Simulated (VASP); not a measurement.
# Cu (Fm-3m) in VASP: settings compared

Cu is run at these levels: PBE, r2SCAN; tasks: single point.

Program: VASP 6.6.1. These are calculated values, not measurements. Logs are shortened: lines on timing, memory, paths and dates and some standing lists are left out, and cuts for length are marked.

### 1 The cell of the first run

The structure is cubic, space group Fm-3m (No. 225). The conventional cell has a = 3.593 Å, b = 3.593 Å, c = 3.593 Å, α = 90.00°, β = 90.00°, γ = 90.00°. Cu (site symmetry m-3m) has 12 Cu at 2.54 Å within 3.4 Å.

### 2 Single point, PBE (11.60 Å³/atom)

INCAR

```
SYSTEM = Cu
PREC = Accurate
ENCUT = 520
EDIFF = 1E-6
ISMEAR = 0
SIGMA = 0.1
LREAL = .False.
LASPH = .True.
NELM = 60
ALGO = Normal
ISIF = 2
LWAVE = .False.
LCHARG = .False.
GGA = PE
NBANDS = 12
```

KPOINTS

```
regular mesh
0
Gamma
  20 20 20
  0 0 0
```

POSCAR

```
Cu
1.0
    0.0000000000      1.7965408124      1.7965408124
    1.7965408124      0.0000000000      1.7965408124
    1.7965408124      1.7965408124      0.0000000000
Cu
1
Direct
    0.0000000000      0.0000000000      0.0000000000
```

Potentials or basis: VASP PAW PBE potentials, release 64 (Cu).

Command:

```console
$ cat potpaw_PBE.64/Cu/POTCAR > POTCAR
$ mpirun -np 1 vasp_std > vasp.out
```

OUTCAR:

```text
SYSTEM = Cu
   PREC = Accurate
   ENCUT = 520
   EDIFF = 1E-6
   ISMEAR = 0
   LREAL = .False.
   LASPH = .True.
   NELM = 60
   ISIF = 2
   GGA = PE

 ion  position               nearest neighbor table
   1  0.000  0.000  0.000-

  LATTYP: Found a face centered cubic cell.
 ALAT       =     3.5930816248

  Lattice vectors:

 A1 = (   0.0000000000,   1.7965408124,   1.7965408124)
 A2 = (   1.7965408124,   0.0000000000,   1.7965408124)
 A3 = (   1.7965408124,   1.7965408124,   0.0000000000)

Analysis of symmetry for initial positions (statically):
=====================================================================
 Subroutine PRICEL returns:
 Original cell was already a primitive cell.

 Routine SETGRP: Setting up the symmetry group for a
 face centered cubic supercell.

 Subroutine GETGRP returns: Found 48 space group operations
 (whereof 48 operations were pure point group operations)
 out of a pool of 48 trial point group operations.

The static configuration has the point symmetry O_h .

Analysis of symmetry for dynamics (positions and initial velocities):
=====================================================================
 Subroutine PRICEL returns:
 Original cell was already a primitive cell.

 Routine SETGRP: Setting up the symmetry group for a
 face centered cubic supercell.

 Subroutine GETGRP returns: Found 48 space group operations
 (whereof 48 operations were pure point group operations)
 out of a pool of 48 trial point group operations.

The dynamic configuration has the point symmetry O_h .

 Subroutine INISYM returns: Found 48 space group operations
 (whereof 48 operations are pure point group operations),
 and found     1 'primitive' translations

----------------------------------------------------------------------------------------

                                     Primitive cell

  volume of cell :      11.5969

  direct lattice vectors                    reciprocal lattice vectors
     0.000000000  1.796540812  1.796540812    -0.278312631  0.278312631  0.278312631
     1.796540812  0.000000000  1.796540812     0.278312631 -0.278312631  0.278312631
     1.796540812  1.796540812  0.000000000     0.278312631  0.278312631 -0.278312631

  length of vectors
     2.540692382  2.540692382  2.540692382     0.482051617  0.482051617  0.482051617

  position of ions in fractional coordinates (direct lattice)
     0.000000000  0.000000000  0.000000000

  ion indices of the primitive-cell ions
   primitive index   ion index
                 1           1

----------------------------------------------------------------------------------------

 KPOINTS: regular mesh

Automatic generation of k-mesh.
 Grid dimensions read from file:
 generate k-points for:   20   20   20

 Generating k-lattice:

  Cartesian coordinates                     Fractional coordinates (reciprocal lattice)
    -0.013915632  0.013915632  0.013915632     0.050000000  0.000000000  0.000000000
     0.013915632 -0.013915632  0.013915632     0.000000000  0.050000000  0.000000000
     0.013915632  0.013915632 -0.013915632     0.000000000  0.000000000  0.050000000

  Length of vectors
     0.024102581  0.024102581  0.024102581

  Shift w.r.t. Gamma in fractional coordinates (k-lattice)
     0.000000000  0.000000000  0.000000000

 Subroutine IBZKPT returns following result:
 ===========================================

 Found    256 irreducible k-points:

 Following reciprocal coordinates:
            Coordinates               Weight
  0.000000  0.000000  0.000000      1.000000
  0.050000  0.000000  0.000000      8.000000
  0.100000  0.000000  0.000000      8.000000
  0.150000  0.000000  0.000000      8.000000
  0.200000  0.000000  0.000000      8.000000
  0.250000  0.000000  0.000000      8.000000
[... 16 lines left out ...]
 -0.400000  0.050000  0.000000     24.000000
 -0.350000  0.050000  0.000000     24.000000
 [... further k-points ...]
   k-points           NKPTS =    256   k-points in BZ     NKDIM =    256   number of bands    NBANDS=     12
   number of dos      NEDOS =    301   number of ions     NIONS =      1
   total plane-waves  NPLWV =   8000
   dimension x,y,z NGX =    20 NGY =   20 NGZ =   20
   dimension x,y,z NGXF=    40 NGYF=   40 NGZF=   40
   ions per type =               1
   NGX,Y,Z   is equivalent  to a cutoff of  13.09, 13.09, 13.09 a.u.
   NGXF,Y,Z  is equivalent  to a cutoff of  26.17, 26.17, 26.17 a.u.
 SYSTEM =  Cu
   PREC   = accura    normal or accurate (medium, high low for compatibility)
   ISTART =      0    job   : 0-new  1-cont  2-samecut
   ICHARG =      2    charge: 1-file 2-atom 10-const
   ISPIN  =      1    spin polarized calculation?
   LNONCOLLINEAR =      F non collinear calculations
   LSORBIT =      F    spin-orbit coupling
   LASPH  =      T    aspherical Exc in radial PAW
   ENCUT  =  520.0 eV  38.22 Ry    6.18 a.u.   4.72  4.72  4.72*2*pi/ulx,y,z
   NELM   =     60;   NELMIN=  2; NELMDL= -5     # of ELM steps
   EDIFF  = 0.1E-05   stopping-criterion for ELM
   LREAL  =      F    real-space projection
   EDIFFG = 0.1E-04   stopping-criterion for IOM
   NSW    =      0    number of steps for IOM
   IBRION =     -1    ionic relax: 0-MD 1-quasi-New 2-CG
   NFREE  =      0    steps in history (QN), initial steepest desc. (CG)
   ISIF   =      2    stress and relaxation
   ISYM   =      2    0-nonsym 1-usesym 2-fastsym
   POTIM  = 0.5000    time-step for ionic-motion
   TEBEG  =    0.0;   TEEND  =   0.0 temperature during run
   PSTRESS=    0.0 pullay stress
   NELECT =      11.0000    total number of electrons
   NUPDOWN=      -1.0000    fix difference up-down
   EMIN   =  10.00;   EMAX   =-10.00  energy-range for DOS
   EFERMI =   0.00;   METHOD = LEGACY
   ISMEAR =     0;   SIGMA  =   0.10  broadening in eV -4-tet -1-fermi 0-gaus
   EFERMI_NEDOS =   21; number of points for ismear=-14 and -15
   IALGO  =     38    algorithm
   IMIX   =      4    mixing-type and parameters
     AMIX     =   0.40;   BMIX     =  1.00
     AMIX_MAG =   1.60;   BMIX_MAG =  1.00
  volume/ion in A,a.u.               =      11.60        78.26
  Fermi-wavevector in a.u.,A,eV,Ry     =   1.608516  3.039654 35.202664  2.587323
  Thomas-Fermi vector in A             =   2.704373
   LORBIT       =      0    0 simple, 1 ext, 2 COOP (PROOUT), +10 PAW based schemes
   GGA     = PE    functional components
   LHFCALC =     F    Hartree Fock is set to
   AEXX    =    0.0000 exact exchange contribution
   IVDW    =     0    specifies the selected vdW correction
   LEPSILON=     F    determine dielectric tensor
   LRPA    =     F    only Hartree local field effects (RPA)
 non-spin polarized calculation
 Gauss-broadening in eV      SIGMA  =   0.10
  energy-cutoff  :      520.00
  volume of cell :       11.60
 maximum number of plane-waves:       331
   NGX =  9   NGY =  9   NGZ =  9

 number of electron      11.0000008 magnetization

 Free energy of the ion-electron system (eV)
  ---------------------------------------------------
  ext. energy  EPLUGINS =         0.00000000
  ---------------------------------------------------
  free energy    TOTEN  =        -3.72296963 eV

  energy without entropy =       -3.72168088  energy(sigma->0) =       -3.72232526

 E-fermi :   7.7885     XC(G=0): -12.8319

 val. band max:        7.7812147618   @ k =   0.5000   0.2500   0.1000
 cond. band min:       7.8498536612   @ k =   0.5000   0.3500   0.1500
 fundamental gap:      0.0686388994
 Fermi energy:         7.7885208308

 k-point     1 :       0.0000    0.0000    0.0000
  band No.  band energies     occupation
      1      -1.6772      2.00000
      2       4.7316      2.00000
      3       4.7316      2.00000
      4       4.7316      2.00000
      5       5.5774      2.00000
      6       5.5774      2.00000
      7      30.5540      0.00000
      8      33.3409      0.00000
      9      33.3409      0.00000
     10      33.3409      0.00000
     11      35.8489      0.00000
     12      35.8489      0.00000

 k-point     2 :       0.0500    0.0000    0.0000
  band No.  band energies     occupation
      1      -1.5848      2.00000
      2       4.7115      2.00000
      3       4.7495      2.00000
      4       4.7495      2.00000
      5       5.5701      2.00000
      6       5.5701      2.00000
      7      30.0798      0.00000
      8      32.0764      0.00000
      9      33.0336      0.00000
     10      33.0336      0.00000
     11      36.2856      0.00000
     12      36.2856      0.00000

 k-point     3 :       0.1000    0.0000    0.0000
  band No.  band energies     occupation
      1      -1.3101      2.00000
      2       4.6557      2.00000
      3       4.7975      2.00000
      4       4.7975      2.00000
      5       5.5539      2.00000
      6       5.5539      2.00000
      7      28.0949      0.00000
      8      31.3586      0.00000
      9      32.4386      0.00000
     10      32.4387      0.00000
     11      37.2346      0.00000
     12      37.2346      0.00000

 k-point     4 :       0.1500    0.0000    0.0000
  band No.  band energies     occupation
      1      -0.8614      2.00000
      2       4.5780      2.00000
      3       4.8567      2.00000
      4       4.8567      2.00000
      5       5.5463      2.00000
      6       5.5463      2.00000
      7      25.5188      0.00000
      8      31.1057      0.00000
      9      31.8441      0.00000
     10      31.8441      0.00000
     11      37.6823      0.00000
     12      38.1367      0.00000

 k-point     5 :       0.2000    0.0000    0.0000
  band No.  band energies     occupation
      1      -0.2563      2.00000
      2       4.5028      2.00000
      3       4.8960      2.00000
      4       4.8960      2.00000
      5       5.5759      2.00000
      6       5.5759      2.00000
      7      22.9228      0.00000
      8      30.8236      0.00000
      9      31.3301      0.00000
     10      31.3301      0.00000
     11      37.6725      0.00000
     12      37.7762      0.00000

 k-point     6 :       0.2500    0.0000    0.0000
  band No.  band energies     occupation
      1       0.4703      2.00000
      2       4.4700      2.00000
      3       4.8915      2.00000
      4       4.8915      2.00000
      5       5.6620      2.00000
      6       5.6620      2.00000
      7      20.4146      0.00000
      8      30.4537      0.00000
      9      30.9156      0.00000
     10      30.9156      0.00000
     11      36.6107      0.00000
     12      36.6107      0.00000

 k-point     7 :       0.3000    0.0000    0.0000
  band No.  band energies     occupation
      1       1.2458      2.00000
      2       4.5505      2.00000
      3       4.8502      2.00000
      4       4.8502      2.00000
      5       5.7906      2.00000
      6       5.7906      2.00000
      7      18.0374      0.00000
      8      30.0372      0.00000
      9      30.6027      0.00000
     10      30.6027      0.00000
     11      35.4711      0.00000
     12      35.4711      0.00000

 k-point     8 :       0.3500    0.0000    0.0000
  band No.  band energies     occupation
      1       1.9322      2.00000
      2       4.7948      2.00000
      3       4.7948      2.00000
      4       4.8655      2.00000
      5       5.9300      2.00000
      6       5.9300      2.00000
      7      15.8321      0.00000
      8      29.6394      0.00000
      9      30.3858      0.00000
     10      30.3858      0.00000
     11      34.5076      0.00000
     12      34.5076      0.00000
[... 166 lines left out ...]
 k-point    20 :       0.4500    0.0500    0.0000
  band No.  band energies     occupation
      1       2.5872      2.00000
      2       4.6830      2.00000
      3       4.7516      2.00000
      4       5.5721      2.00000
      5       6.1437      2.00000
      6       6.6271      2.00000
      7      12.8142      0.00000
      8      28.5952      0.00000
      9      29.0716      0.00000
     10      29.8961      0.00000
     11      34.1207      0.00000
     12      34.5846      0.00000

 k-point    21 :       0.5000    0.0500    0.0000
  band No.  band energies     occupation
      1       2.6798      2.00000
      2       4.6645      2.00000
      3       4.7283      2.00000
      4       5.7968      2.00000
      5       6.1636      2.00000
      6       7.1399      2.00000
      7      11.7667      0.00000
      8      28.3162      0.00000
      9      29.3976      0.00000
     10      29.5897      0.00000
     11      34.0233      0.00000
     12      34.2296      0.00000

 k-point    22 :      -0.4500    0.0500    0.0000
  band No.  band energies     occupation
      1       2.6631      2.00000
      2       4.6727      2.00000
      3       4.7288      2.00000
      4       5.7772      2.00000
      5       6.1257      2.00000
      6       7.0185      2.00000
      7      12.0015      0.00000
      8      28.0508      0.00000
      9      29.5810      0.00000
     10      29.8981      0.00000
     11      33.6430      0.00000
     12      34.4834      0.00000

 k-point    23 :      -0.4000    0.0500    0.0000
  band No.  band energies     occupation
      1       2.5231      2.00000
      2       4.7058      2.00000
      3       4.7536      2.00000
      4       5.4627      2.00000
      5       6.0341      2.00000
      6       6.5031      2.00000
      7      13.3411      0.00000
      8      27.8708      0.00000
      9      29.8033      0.00000
     10      30.5494      0.00000
     11      33.4632      0.00000
     12      34.8607      0.00000

 k-point    24 :      -0.3500    0.0500    0.0000
  band No.  band energies     occupation
      1       2.1732      2.00000
      2       4.7579      2.00000
      3       4.7989      2.00000
      4       4.9281      2.00000
      5       5.9014      2.00000
      6       6.1901      2.00000
      7      15.2041      0.00000
      8      27.8173      0.00000
      9      30.1989      0.00000
     10      31.2814      0.00000
     11      33.5424      0.00000
     12      35.3139      0.00000

 [... further k-points ...]
[... 5 lines left out ...]
  --------------------------------------------------------------------------------------
  -------------------------------------------------------------------------------------
  Total        0.3742448      0.3742448      0.3742448     -0.0000000     -0.0000000      0.0000000
  in kB       51.7041195     51.7041195     51.7041195     -0.0000000     -0.0000000      0.0000000
  external PRESSURE =      51.7041195 kB  Pullay stress =       0.0000000 kB

 VOLUME and BASIS-vectors are now :
 -----------------------------------------------------------------------------
  energy-cutoff  :      520.00
  volume of cell :       11.60
      direct lattice vectors                 reciprocal lattice vectors
     0.000000000  1.796540812  1.796540812    -0.278312631  0.278312631  0.278312631
     1.796540812  0.000000000  1.796540812     0.278312631 -0.278312631  0.278312631
     1.796540812  1.796540812  0.000000000     0.278312631  0.278312631 -0.278312631

 POSITION                                       TOTAL-FORCE (eV/Angst)
 -----------------------------------------------------------------------------------
      0.00000      0.00000      0.00000         0.000000      0.000000      0.000000
 -----------------------------------------------------------------------------------
    total drift:                                0.000000      0.000000      0.000000

  FREE ENERGIE OF THE ION-ELECTRON SYSTEM (eV)
  ---------------------------------------------------
  free  energy   TOTEN  =        -3.7229696327 eV

  energy  without entropy=       -3.7216808816  energy(sigma->0) =       -3.72232526
```

Wall time 34 s (1 thread of Intel Xeon 8259CL, shared host); peak memory 0.15 GiB.

What came out:

```yaml
Free_energy: -3.7230 eV
Pressure: 5.2 GPa
Band_gap_on_the_k_mesh: zero (an odd number of electrons rules out a gap without spin polarisation)
```

Levels at points of the mesh, in eV from the Fermi level:
```tsv
k point	band 3	band 4	band 5	band 6	band 7	band 8	band 9	band 10
(0.00, 0.00, 0.00)	-3.06	-3.06	-2.21	-2.21	22.77	25.55	25.55	25.55
(0.50, 0.00, 0.00)	-3.09	-1.63	-1.63	-1.03	3.88	21.25	22.38	22.38
(0.50, 0.50, 0.00)	-1.65	-1.48	-1.48	1.51	7.27	13.25	13.25	17.79
```

Caveat: the cell stands under pressure.

### 3 Single point, PBE (12.31 Å³/atom)

This run uses another cell than the first one, of 12.31 Å³/atom.

INCAR

```
PREC = Accurate
ENCUT = 520
EDIFF = 1E-6
ISMEAR = 0
SIGMA = 0.1
LREAL = False
LASPH = True
NELM = 80
ALGO = Normal
ISIF = 2
LWAVE = False
LCHARG = True
GGA = PE
LELF = True
LVHAR = True
NBANDS = 12
```

KPOINTS

```
regular mesh
0
Gamma
  20 20 20
```

POSCAR

```
Cu
1.0
    0.0000000000      1.8328443472      1.8328443472
    1.8328443472      0.0000000000      1.8328443472
    1.8328443472      1.8328443472      0.0000000000
Cu
1
Direct
    0.0000000000      0.0000000000      0.0000000000
```

Potentials or basis: VASP PAW PBE potentials, release 64 (Cu).

Command:

```console
$ cat potpaw_PBE.64/Cu/POTCAR > POTCAR
$ mpirun -np 1 vasp_std > vasp.out
```

Wall time 42 s (1 thread of Intel Xeon 8259CL, shared host); peak memory 0.15 GiB.

Results (log left out):

* Free energy: -3.7264 eV
* Pressure: -3.3 GPa
* Band gap on the k mesh: zero (an odd number of electrons rules out a gap without spin polarisation)

Levels at points of the mesh, in eV from the Fermi level:
| k point | band 2 | band 3 | band 4 | band 5 | band 6 | band 7 | band 8 | band 9 | band 10 | band 11 |
| --- | --- | --- | --- | --- | --- | --- | --- | --- | --- | --- |
| (0.00, 0.00, 0.00) | -2.88 | -2.88 | -2.88 | -2.10 | -2.10 | 22.28 | 24.61 | 24.61 | 24.61 | 27.07 |
| (0.50, 0.00, 0.00) | -2.91 | -2.91 | -1.57 | -1.57 | -0.86 | 3.58 | 20.80 | 21.45 | 21.45 | 24.51 |
| (0.50, 0.50, 0.00) | -4.18 | -1.59 | -1.44 | -1.44 | 1.55 | 6.85 | 12.79 | 12.79 | 17.18 | 19.61 |

Caveat: the cell stands under tension.

### 4 Single point, PBE (12.67 Å³/atom)

This run uses another cell than the first one, of 12.67 Å³/atom.

INCAR

```
PREC = Accurate ; ENCUT = 520
EDIFF = 1E-6 ; ISMEAR = 0
SIGMA = 0.1 ; LREAL = False
LASPH = True ; NELM = 80
ALGO = Normal ; ISIF = 2
LWAVE = False ; LCHARG = False
GGA = PE ; NBANDS = 12
```

KPOINTS

```
Automatic mesh
0
Gamma
  20 20 20
```

POSCAR

```
Cu
1.0
    0.0000000000      1.8504689318      1.8504689318
    1.8504689318      0.0000000000      1.8504689318
    1.8504689318      1.8504689318      0.0000000000
Cu
1
Direct
    0.0000000000      0.0000000000      0.0000000000
```

Command:

```console
$ cat potpaw_PBE.64/Cu/POTCAR > POTCAR
$ mpirun -np 1 vasp_std > vasp.out
```

Run time: 40 s. Hardware: 1 thread of Intel Xeon 8259CL, shared host; peak memory 0.16 GiB.

The run converged. Its results:

```yaml
Free_energy: -3.7154 eV
Pressure: -6.4 GPa
Band_gap_on_the_k_mesh: zero (an odd number of electrons rules out a gap without spin polarisation)
```

Levels at points of the mesh, in eV from the Fermi level:
| k point | band 3 | band 4 | band 5 | band 6 | band 7 | band 8 | band 9 | band 10 |
| --- | --- | --- | --- | --- | --- | --- | --- | --- |
| (0.00, 0.00, 0.00) | -2.80 | -2.80 | -2.06 | -2.06 | 22.05 | 24.16 | 24.16 | 24.16 |
| (0.50, 0.00, 0.00) | -2.82 | -1.55 | -1.55 | -0.78 | 3.44 | 20.58 | 21.02 | 21.02 |
| (0.50, 0.50, 0.00) | -1.57 | -1.42 | -1.42 | 1.57 | 6.66 | 12.57 | 12.57 | 16.89 |

Caveat: the cell stands under tension.

[end of part 1 of 2]
